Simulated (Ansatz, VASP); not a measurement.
## Two plane-wave programs on Rh

```
Rh
1.0
     2.47989    0.00000    0.00000
     0.00000    2.47989    0.00000
     0.00000    0.00000    2.47989
Rh
1
Cartesian
  0.0000 0.0000 0.0000
```

Alike in both runs: task single point; functional r2SCAN; k mesh 14 × 14 × 14; occupations fermi-dirac, width 0.1 eV; no spin polarisation.

|  | VASP | Ansatz |
| --- | --- | --- |
| version | VASP 6.6.1 | Ansatz 0.2.0 |
| potentials or method | VASP PAW PBE potentials, release 64 (Rh_pv), cutoff 550 eV | plane waves (500 eV) with PAW, scalar-relativistic |
| valence electrons in the cell | 15 | 17 |

```tsv
	VASP	Ansatz	Ansatz less VASP
pressure (GPa)	10.0	8.9	-1.12
```

VASP's potentials were made for PBE, not for r2SCAN. VASP's potentials hold 15 valence electrons a cell and Ansatz's 17, so a difference there can come from the potentials and not from the codes.
